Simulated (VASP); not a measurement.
Input of a VASP 6.6.1 run:

INCAR

```
PREC     = Accurate       # precision mode
ENCUT    = 600            # plane-wave cutoff, eV
EDIFF    = 1E-6           # SCF threshold, eV
ISMEAR   = -1             # smearing method
SIGMA    = 0.05           # smearing width, eV
LREAL    = False          # projectors in reciprocal space
LASPH    = True           # aspherical terms in the spheres
NELM     = 80             # most SCF steps
ALGO     = Normal         # electronic algorithm
ISIF     = 3              # what is computed and relaxed
LWAVE    = False          # write WAVECAR
LCHARG   = False          # write CHGCAR
GGA      = PE             # functional
IBRION   = 2              # ionic algorithm
NSW      = 32             # ionic steps
EDIFFG   = -0.005         # ionic threshold
PSTRESS  = -9.1
```

The input KPOINTS:

```
Automatic mesh
0
Gamma
  8 8 11
```

File POSCAR:

```
Ti
1.0
    4.5933652105      0.0000000000      0.0000000000
   -2.2966826053      3.9779709612      0.0000000000
    0.0000000000      0.0000000000      2.8378767206
Ti
3
Direct
    0.0000000000      0.0000000000      0.0000000000
    0.3333333333      0.6666666667      0.5000000000
    0.6666666667      0.3333333333      0.5000000000
```

Potentials or basis: VASP PAW PBE potentials, release 64 (Ti_sv).

The run is started by

```console
$ cat potpaw_PBE.64/Ti_sv/POTCAR > POTCAR
$ mpirun -np 1 vasp_std > vasp.out
```

Problem. What does it give for the relaxed cell?

Solution. a = 4.590 Å, b = 4.590 Å, c = 2.836 Å, α = 90.00°, β = 90.00°, γ = 120.00°.

Problem. What does it give for the band gap on the k mesh?

Solution. Zero (bands 18 and 19 overlap by 0.27 eV).

Problem. Predict the space group after relaxing (to 0.1 Å).

Solution. P6/mmm (No. 191).

The path:
| step | energy change (eV) | largest force (eV/Å) | pressure (GPa) | volume (Å³) |
| --- | --- | --- | --- | --- |
| 1 | 0.0000 | 0.0000 | -1.11 | 51.85 |
| 2 | -0.0010 | 0.0000 | -0.82 | 51.69 |
| 3 | -0.0007 | 0.0000 | -0.88 | 51.74 |

Caveat: the cell is relaxed towards a set pressure, so the run minimises the enthalpy, not the energy.
